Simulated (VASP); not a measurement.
# Mg (Pm-3m) in VASP: a series of runs

Mg is run at these levels: LDA; tasks: single point.

All numbers are computed with VASP 6.6.1; they aren't measurements. Logs are shortened: lines on timing, memory, paths and dates and some standing lists are left out, and cuts for length are marked.

## (1) The cell of the first run

Symmetry: Pm-3m, No. 221, cubic system. The conventional cell has a = 2.349 Å, b = 2.349 Å, c = 2.349 Å, α = 90.00°, β = 90.00°, γ = 90.00°. Mg (site symmetry m-3m) has 6 Mg at 2.35 Å within 3.1 Å.

## (2) Single point, LDA (volume scaled by 0.5)

Input file INCAR:

```
SYSTEM = Mg
PREC = Accurate
ENCUT = 520
EDIFF = 1E-6
ISMEAR = -1
SIGMA = 0.05
LREAL = .False.
LASPH = .True.
NELM = 100
ALGO = Normal
ISIF = 2
LWAVE = .False.
LCHARG = .False.
NBANDS = 7
```

Input file KPOINTS:

```
Automatic mesh
0
Gamma
  15 15 15
  0 0 0
```

Input file POSCAR:

```
Mg
1.0
    2.3486246015      0.0000000000      0.0000000000
    0.0000000000      2.3486246015      0.0000000000
    0.0000000000      0.0000000000      2.3486246015
Mg
1
Direct
    0.0000000000      0.0000000000      0.0000000000
```

Potentials or basis: VASP PAW LDA potentials, release 64 (Mg).

The run is started by

```bash
$ cat potpaw_LDA.64/Mg/POTCAR > POTCAR
$ mpirun -np 1 vasp_std > vasp.out
```

OUTCAR:

```text
SYSTEM = Mg
   PREC = Accurate
   ENCUT = 520
   EDIFF = 1E-6
   ISMEAR = -1
   LREAL = .False.
   LASPH = .True.
   NELM = 100
   ISIF = 2

 ion  position               nearest neighbor table
   1  0.000  0.000  0.000-

  LATTYP: Found a simple cubic cell.
 ALAT       =     2.3486246015

  Lattice vectors:

 A1 = (   2.3486246015,   0.0000000000,   0.0000000000)
 A2 = (   0.0000000000,   2.3486246015,   0.0000000000)
 A3 = (   0.0000000000,   0.0000000000,   2.3486246015)

Analysis of symmetry for initial positions (statically):
=====================================================================
 Subroutine PRICEL returns:
 Original cell was already a primitive cell.

 Routine SETGRP: Setting up the symmetry group for a
 simple cubic supercell.

 Subroutine GETGRP returns: Found 48 space group operations
 (whereof 48 operations were pure point group operations)
 out of a pool of 48 trial point group operations.

The static configuration has the point symmetry O_h .

Analysis of symmetry for dynamics (positions and initial velocities):
=====================================================================
 Subroutine PRICEL returns:
 Original cell was already a primitive cell.

 Routine SETGRP: Setting up the symmetry group for a
 simple cubic supercell.

 Subroutine GETGRP returns: Found 48 space group operations
 (whereof 48 operations were pure point group operations)
 out of a pool of 48 trial point group operations.

The dynamic configuration has the point symmetry O_h .

 Subroutine INISYM returns: Found 48 space group operations
 (whereof 48 operations are pure point group operations),
 and found     1 'primitive' translations

----------------------------------------------------------------------------------------

                                     Primitive cell

  volume of cell :      12.9551

  direct lattice vectors                    reciprocal lattice vectors
     2.348624602  0.000000000  0.000000000     0.425781114  0.000000000  0.000000000
     0.000000000  2.348624602  0.000000000     0.000000000  0.425781114  0.000000000
     0.000000000  0.000000000  2.348624602     0.000000000  0.000000000  0.425781114

  length of vectors
     2.348624602  2.348624602  2.348624602     0.425781114  0.425781114  0.425781114

  position of ions in fractional coordinates (direct lattice)
     0.000000000  0.000000000  0.000000000

  ion indices of the primitive-cell ions
   primitive index   ion index
                 1           1

----------------------------------------------------------------------------------------

 KPOINTS: Automatic mesh

Automatic generation of k-mesh.
 Grid dimensions read from file:
 generate k-points for:   15   15   15

 Generating k-lattice:

  Cartesian coordinates                     Fractional coordinates (reciprocal lattice)
     0.028385408  0.000000000  0.000000000     0.066666667  0.000000000  0.000000000
     0.000000000  0.028385408  0.000000000     0.000000000  0.066666667  0.000000000
     0.000000000  0.000000000  0.028385408     0.000000000  0.000000000  0.066666667

  Length of vectors
     0.028385408  0.028385408  0.028385408

  Shift w.r.t. Gamma in fractional coordinates (k-lattice)
     0.000000000  0.000000000  0.000000000

 Subroutine IBZKPT returns following result:
 ===========================================

 Found    120 irreducible k-points:

 Following reciprocal coordinates:
            Coordinates               Weight
  0.000000  0.000000  0.000000      1.000000
  0.066667  0.000000  0.000000      6.000000
  0.133333  0.000000  0.000000      6.000000
  0.200000  0.000000  0.000000      6.000000
  0.266667  0.000000  0.000000      6.000000
  0.333333  0.000000  0.000000      6.000000
[... 16 lines left out ...]
  0.266667  0.200000  0.000000     24.000000
  0.333333  0.200000  0.000000     24.000000
 [... further k-points ...]
   k-points           NKPTS =    120   k-points in BZ     NKDIM =    120   number of bands    NBANDS=      7
   number of dos      NEDOS =    301   number of ions     NIONS =      1
   total plane-waves  NPLWV =   5832
   dimension x,y,z NGX =    18 NGY =   18 NGZ =   18
   dimension x,y,z NGXF=    36 NGYF=   36 NGZF=   36
   ions per type =               1
   NGX,Y,Z   is equivalent  to a cutoff of  12.74, 12.74, 12.74 a.u.
   NGXF,Y,Z  is equivalent  to a cutoff of  25.48, 25.48, 25.48 a.u.
 SYSTEM =  Mg
   PREC   = accura    normal or accurate (medium, high low for compatibility)
   ISTART =      0    job   : 0-new  1-cont  2-samecut
   ICHARG =      2    charge: 1-file 2-atom 10-const
   ISPIN  =      1    spin polarized calculation?
   LNONCOLLINEAR =      F non collinear calculations
   LSORBIT =      F    spin-orbit coupling
   LASPH  =      T    aspherical Exc in radial PAW
   ENCUT  =  520.0 eV  38.22 Ry    6.18 a.u.   4.37  4.37  4.37*2*pi/ulx,y,z
   NELM   =    100;   NELMIN=  2; NELMDL= -5     # of ELM steps
   EDIFF  = 0.1E-05   stopping-criterion for ELM
   LREAL  =      F    real-space projection
   EDIFFG = 0.1E-04   stopping-criterion for IOM
   NSW    =      0    number of steps for IOM
   IBRION =     -1    ionic relax: 0-MD 1-quasi-New 2-CG
   NFREE  =      0    steps in history (QN), initial steepest desc. (CG)
   ISIF   =      2    stress and relaxation
   ISYM   =      2    0-nonsym 1-usesym 2-fastsym
   POTIM  = 0.5000    time-step for ionic-motion
   TEBEG  =    0.0;   TEEND  =   0.0 temperature during run
   PSTRESS=    0.0 pullay stress
   NELECT =       2.0000    total number of electrons
   NUPDOWN=      -1.0000    fix difference up-down
   EMIN   =  10.00;   EMAX   =-10.00  energy-range for DOS
   EFERMI =   0.00;   METHOD = LEGACY
   ISMEAR =    -1;   SIGMA  =   0.05  broadening in eV -4-tet -1-fermi 0-gaus
   EFERMI_NEDOS =   21; number of points for ismear=-14 and -15
   IALGO  =     38    algorithm
   IMIX   =      4    mixing-type and parameters
     AMIX     =   0.40;   BMIX     =  1.00
     AMIX_MAG =   1.60;   BMIX_MAG =  1.00
  volume/ion in A,a.u.               =      12.96        87.43
  Fermi-wavevector in a.u.,A,eV,Ry     =   0.878222  1.659600 10.493830  0.771275
  Thomas-Fermi vector in A             =   1.998279
   LORBIT       =      0    0 simple, 1 ext, 2 COOP (PROOUT), +10 PAW based schemes
   GGA     = CA    functional components
   LHFCALC =     F    Hartree Fock is set to
   AEXX    =    0.0000 exact exchange contribution
   IVDW    =     0    specifies the selected vdW correction
   LEPSILON=     F    determine dielectric tensor
   LRPA    =     F    only Hartree local field effects (RPA)
 non-spin polarized calculation
  energy-cutoff  :      520.00
  volume of cell :       12.96
 maximum number of plane-waves:       365
 NGX is ok and might be reduce to    18
   NGX =  9   NGY =  9   NGZ =  9

 number of electron       2.0000000 magnetization

 Free energy of the ion-electron system (eV)
  ---------------------------------------------------
  ext. energy  EPLUGINS =         0.00000000
  ---------------------------------------------------
  free energy    TOTEN  =         0.08032920 eV

  energy without entropy =        0.08435437  energy(sigma->0) =        0.08234178

 E-fermi :   6.4539     XC(G=0): -10.7241

 val. band max:        6.4466494134   @ k =   0.4000   0.1333   0.0000
 cond. band min:       6.5062196735   @ k =   0.4667   0.3333   0.2667
 fundamental gap:      0.0595702601
 Fermi energy:         6.4539187372

 k-point     1 :       0.0000    0.0000    0.0000
  band No.  band energies     occupation
      1      -3.3588      2.00000
      2      17.2228      0.00000
      3      17.2228      0.00000
      4      22.5739      0.00000
      5      22.5739      0.00000
      6      22.5739      0.00000
      7      30.9757      0.00000

 k-point     2 :       0.0667    0.0000    0.0000
  band No.  band energies     occupation
      1      -3.2364      2.00000
      2      16.3325      0.00000
      3      17.3304      0.00000
      4      22.6430      0.00000
      5      22.6430      0.00000
      6      23.2269      0.00000
      7      31.4751      0.00000

 k-point     3 :       0.1333    0.0000    0.0000
  band No.  band energies     occupation
      1      -2.8707      2.00000
      2      14.4393      0.00000
      3      17.6504      0.00000
      4      22.8490      0.00000
      5      22.8490      0.00000
      6      24.4604      0.00000
      7      32.9026      0.00000

 k-point     4 :       0.2000    0.0000    0.0000
  band No.  band energies     occupation
      1      -2.2667      2.00000
      2      12.2723      0.00000
      3      18.1732      0.00000
      4      23.1877      0.00000
      5      23.1877      0.00000
      6      25.7095      0.00000
      7      35.0282      0.00000

 k-point     5 :       0.2667    0.0000    0.0000
  band No.  band energies     occupation
      1      -1.4326      2.00000
      2      10.0842      0.00000
      3      18.8769      0.00000
      4      23.6484      0.00000
      5      23.6484      0.00000
      6      26.9131      0.00000
      7      33.3880      0.00000
[... 161 lines left out ...]
 k-point    22 :       0.2000    0.2000    0.0000
  band No.  band energies     occupation
      1      -1.1973      2.00000
      2      12.4226      0.00000
      3      14.3106      0.00000
      4      22.7778      0.00000
      5      23.8593      0.00000
      6      29.1357      0.00000
      7      31.0156      0.00000

 k-point    23 :       0.2667    0.2000    0.0000
  band No.  band energies     occupation
      1      -0.3804      2.00000
      2      10.8841      0.00000
      3      14.3734      0.00000
      4      22.5762      0.00000
      5      24.3634      0.00000
      6      27.8864      0.00000
      7      32.5338      0.00000

 k-point    24 :       0.3333    0.2000    0.0000
  band No.  band energies     occupation
      1       0.6501      2.00000
      2       8.8994      0.00000
      3      15.1571      0.00000
      4      21.7135      0.00000
      5      24.9773      0.00000
      6      27.7006      0.00000
      7      31.5992      0.00000

 [... further k-points ...]
[... 5 lines left out ...]
  --------------------------------------------------------------------------------------
  -------------------------------------------------------------------------------------
  Total        5.2055433      5.2055433      5.2055433      0.0000000      0.0000000     -0.0000000
  in kB      643.7775450    643.7775450    643.7775450      0.0000000      0.0000000     -0.0000000
  external PRESSURE =     643.7775450 kB  Pullay stress =       0.0000000 kB

 VOLUME and BASIS-vectors are now :
 -----------------------------------------------------------------------------
  energy-cutoff  :      520.00
  volume of cell :       12.96
      direct lattice vectors                 reciprocal lattice vectors
     2.348624602  0.000000000  0.000000000     0.425781114  0.000000000  0.000000000
     0.000000000  2.348624602  0.000000000     0.000000000  0.425781114  0.000000000
     0.000000000  0.000000000  2.348624602     0.000000000  0.000000000  0.425781114

 POSITION                                       TOTAL-FORCE (eV/Angst)
 -----------------------------------------------------------------------------------
      0.00000      0.00000      0.00000         0.000000      0.000000      0.000000
 -----------------------------------------------------------------------------------
    total drift:                                0.000000      0.000000      0.000000

  FREE ENERGIE OF THE ION-ELECTRON SYSTEM (eV)
  ---------------------------------------------------
  free  energy   TOTEN  =         0.0803291971 eV

  energy  without entropy=        0.0843543665  energy(sigma->0) =        0.08234178
```

Run time: 4.5 s. Hardware: 1 thread of Intel Xeon Platinum 8488C (Sapphire Rapids), shared host; peak memory 0.11 GiB.

What came out:

| Item | Value |
| --- | --- |
| Free energy | 0.0803 eV |
| Pressure | 64.4 GPa |
| Band gap on the k mesh | zero (band 1 reaches 12.03 eV, above the bottom of band 2 at 4.30 eV) |

## (3) Single point, LDA (volume scaled by 0.6)

Input file INCAR:

```
SYSTEM = Mg
PREC = Accurate
ENCUT = 520
EDIFF = 1E-7
ISMEAR = -1
SIGMA = 0.05
LREAL = .FALSE.
LASPH = .TRUE.
NELM = 100
ALGO = Normal
ISIF = 2
LWAVE = .FALSE.
LCHARG = .FALSE.
NBANDS = 7
```

Input file KPOINTS:

```
Automatic mesh
0
G
  15 15 15
  0 0 0
```

Input file POSCAR:

```
Mg
1.0
    2.4957860586      0.0000000000      0.0000000000
    0.0000000000      2.4957860586      0.0000000000
    0.0000000000      0.0000000000      2.4957860586
Mg
1
Direct
    0.0000000000      0.0000000000      0.0000000000
```

Potentials or basis: VASP PAW LDA potentials, release 64 (Mg).

The run is started by

```bash
$ cat potpaw_LDA.64/Mg/POTCAR > POTCAR
$ mpirun -np 1 vasp_std > vasp.out
```

Run time: 5.8 s. Hardware: 1 thread of Intel Xeon Platinum 8488C (Sapphire Rapids), shared host; peak memory 0.12 GiB.

Results (log left out):

```yaml
Free_energy: -0.6895 eV
Pressure: 34.0 GPa
Band_gap_on_the_k_mesh: zero (band 1 reaches 10.23 eV, above the bottom of band 2 at 2.85 eV)
```

Levels at points of the mesh, in eV from the Fermi level:
| k point | band 1 | band 2 | band 3 | band 4 | band 5 |
| --- | --- | --- | --- | --- | --- |
| (0.00, 0.00, 0.00) | -8.79 | 10.12 | 10.12 | 14.18 | 14.18 |

(Continued in part 2 of 3.)
